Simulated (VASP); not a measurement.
Input of a VASP 6.6.1 run:

File INCAR:

```
SYSTEM = Si2B
PREC = Accurate ; ENCUT = 600
EDIFF = 1E-6 ; ISMEAR = 0
SIGMA = 0.1 ; LREAL = .FALSE.
LASPH = .TRUE. ; NELM = 60
ALGO = Normal ; ISIF = 3
LWAVE = .FALSE. ; LCHARG = .FALSE.
GGA = PE ; IBRION = 2
NSW = 100 ; EDIFFG = -0.01
```

The input KPOINTS:

```
regular mesh
0
G
  18 18 12
  0 0 0
```

POSCAR

```
Si2B
1.0
    3.1893278380      0.0000000000      0.0000000000
   -1.5946639190      2.7620389287      0.0000000000
    0.0000000000      0.0000000000      4.0794877781
Si B
2 1
Direct
    0.3333333333      0.6666666667      0.2582762807
    0.6666666667      0.3333333333      0.7417237193
    0.0000000000      0.0000000000      0.0000000000
```

Potentials or basis: VASP PAW PBE potentials, release 64 (Si, B).

The run is started by

```bash
$ cat potpaw_PBE.64/Si/POTCAR potpaw_PBE.64/B/POTCAR > POTCAR
$ mpirun -np 1 vasp_std > vasp.out
```

Question: What does it give for the band gap on the k mesh?

Answer: Zero (an odd number of electrons rules out a gap without spin polarisation).

Question: What does it give for the relaxed volume?

Answer: 11.93 Å³/atom.

Forces in eV/Å, atoms in the order of the input:
```
Si   0.000  0.000  0.007
Si   0.000  0.000 -0.007
B    0.000  0.000  0.000
```

Caveat: an odd number of electrons without spin polarisation forces a metal; a magnetic or distorted state may lie lower.
